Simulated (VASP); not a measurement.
Runs of VASP 6.6.1 on Co. The structure is that of space group P6_3/mmc (No. 194), or close to it. The cells are those of the table. 

```csv
task,cell,gap on the mesh (eV),pressure (GPa),moment (μB)
electric field gradients,"a = 2.544, b = 2.544, c = 4.091 Å, angles 90.0, 90.0, 120.0°, 2 atoms",none,-10.6,3.29
electric field gradients,"a = 2.511, b = 2.511, c = 4.077 Å, angles 90.0, 90.0, 120.0°, 2 atoms",none,-5.4,3.26
electric field gradients,"a = 2.469, b = 2.469, c = 4.091 Å, angles 90.0, 90.0, 120.0°, 2 atoms",none,(a),3.21
single point,"a = 2.568, b = 2.568, c = 4.171 Å, angles 90.0, 90.0, 120.0°, 2 atoms",none,-16.1,3.35
single point,"a = 2.485, b = 2.485, c = 4.036 Å, angles 90.0, 90.0, 120.0°, 2 atoms",none,0.6,3.20
electric field gradients,"a = 2.502, b = 2.502, c = 4.064 Å, angles 90.0, 90.0, 120.0°, 2 atoms",none,-3.5,3.24
electric field gradients,"a = 2.552, b = 2.552, c = 4.145 Å, angles 90.0, 90.0, 120.0°, 2 atoms",none,-13.4,3.33
electric field gradients,"a = 2.595, b = 2.595, c = 4.091 Å, angles 90.0, 90.0, 120.0°, 2 atoms",none,-16.2,(b)
electric field gradients,"a = 2.527, b = 2.527, c = 4.105 Å, angles 90.0, 90.0, 120.0°, 2 atoms",none,-8.9,3.29
electric field gradients,"a = 2.468, b = 2.468, c = 4.008 Å, angles 90.0, 90.0, 120.0°, 2 atoms",none,5.2,3.16
```

Alike in all rows: level PBE; potentials or basis VASP PAW PBE potentials, release 64 (Co); spin collinear, ferromagnetic start; k mesh 19 × 19 × 10; cutoff (eV) 520; smearing fermi-dirac 0.05 eV.

Q: Fill in the values left out.

A: (a) 0.7; (b) 3.32.

A gap of «none» marks levels without a gap at the run's occupations.
